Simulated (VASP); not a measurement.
Set up this calculation in VASP 6.6.1, as the native input.

| Quantity | Value |
| --- | --- |
| Task | single point |
| Functional | PBEsol |
| Potentials or basis | VASP PAW PBE potentials, release 64 (Al) |
| Cutoff | 520 eV |
| k mesh | 6 × 6 × 6 |
| Occupations | gaussian, width 0.1 eV |
| Spin | no spin polarisation |
| Dipole correction | no |
| Further INCAR settings | ALGO = Normal; EDIFF = 1e-06; NBANDS = 10 |

The structure of Al lies in POSCAR:

```
Al
1.0
    0.0000000000      2.9952099329      2.9952099329
    2.9952099329      0.0000000000      2.9952099329
    2.9952099329      2.9952099329      0.0000000000
Al
2
Direct
    0.5000000000      0.5000000000      0.5000000000
    0.7500000000      0.7500000000      0.7500000000
```

These files were run (other wordings do the same):

INCAR

```
SYSTEM = Al
PREC = Accurate ; ENCUT = 520
EDIFF = 1E-6 ; ISMEAR = 0
SIGMA = 0.1 ; LREAL = .FALSE.
LASPH = .TRUE. ; NELM = 80
ALGO = Normal ; ISIF = 2
LWAVE = .FALSE. ; LCHARG = .FALSE.
GGA = PS ; NBANDS = 10
```

KPOINTS

```
regular mesh
0
G
  6 6 6
  0 0 0
```

Potentials or basis: VASP PAW PBE potentials, release 64 (Al).

Run with:

```bash
$ cat potpaw_PBE.64/Al/POTCAR > POTCAR
$ mpirun -np 1 vasp_std > vasp.out
```

It gave:

```json
{
  "Pressure": "0.1 GPa",
  "Band gap on the k mesh": "zero (band 3 reaches 5.08 eV, above the bottom of band 4 at 1.67 eV)"
}
```

Caveat: the PAW data sets were made with another functional, which shifts forces and pressure a little.

Wall time 9 s on 1 thread of AMD EPYC 7R13, on a shared host, peak memory 0.13 GiB.
